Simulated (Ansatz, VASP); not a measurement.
## One calculation of Ga3Se, two programs

File INCAR:

```
SYSTEM = Ga3Se
  PREC = Accurate
  ENCUT = 520
  EDIFF = 1E-6
  ISMEAR = 0
  SIGMA = 0.1
  LREAL = .FALSE.
  LASPH = .TRUE.
  NELM = 100
  ALGO = Normal
  ISIF = 2
  LWAVE = .FALSE.
  LCHARG = .TRUE.
  GGA = PE
  LELF = .TRUE.
  LVHAR = .TRUE.
  NBANDS = 30
```

Contents of KPOINTS:

```
regular mesh
0
G
  10 10 10
  0 0 0
```

Contents of POSCAR:

```
Ga3Se
1.0
    4.3907555043      0.0000000000      0.0000000000
    0.0000000000      4.3907555043      0.0000000000
    0.0000000000      0.0000000000      4.3907555043
Ga Se
3 1
Direct
    0.0000000000      0.5000000000      0.5000000000
    0.5000000000      0.0000000000      0.5000000000
    0.5000000000      0.5000000000      0.0000000000
    0.0000000000      0.0000000000      0.0000000000
```

Input for Ansatz:

```yaml
crystal:
  lattice:
    - [4.3907555043, 0.0, 0.0]
    - [0.0, 4.3907555043, 0.0]
    - [0.0, 0.0, 4.3907555043]
  atoms:
    - { symbol: Ga, position: [0.0, 0.5, 0.5] }
    - { symbol: Ga, position: [0.5, 0.0, 0.5] }
    - { symbol: Ga, position: [0.5, 0.5, 0.0] }
    - { symbol: Se, position: [0.0, 0.0, 0.0] }
basis:
  ecutwfc: 420
kpoints:
  mp_grid: { grid: [10, 10, 10] }
hamiltonian:
  xc: pbe
scf:
  occupations: { method: gaussian, width: 0.1 }
output:
  forces: true
  stress: true
  eigenvalues: true
```

Alike in both runs: task single point; functional PBE; k mesh 10 × 10 × 10; occupations gaussian, width 0.1 eV; no spin polarisation.

```csv
,VASP,Ansatz
version,VASP 6.6.1,Ansatz 0.2.0
potentials or method,"VASP PAW PBE potentials, release 64 (Ga_d, Se), cutoff 520 eV","scalar-relativistic, plane waves, PAW"
valence electrons in the cell,45,55
```

Ansatz gave:

```
gap on the k mesh at the Fermi level (eV) : none
pressure (GPa)                            : 0.5
```

Question: What did VASP give for the same quantities?

Answer: gap on the k mesh at the Fermi level (eV): none; pressure (GPa): 0.6.

A gap of «none» marks a metal or a gap that the smearing closes. With one functional, cell and mesh, what is left measures potentials, basis and numerics. VASP's potentials hold 45 valence electrons a cell and Ansatz's 55, so a difference there can come from the potentials and not from the codes.
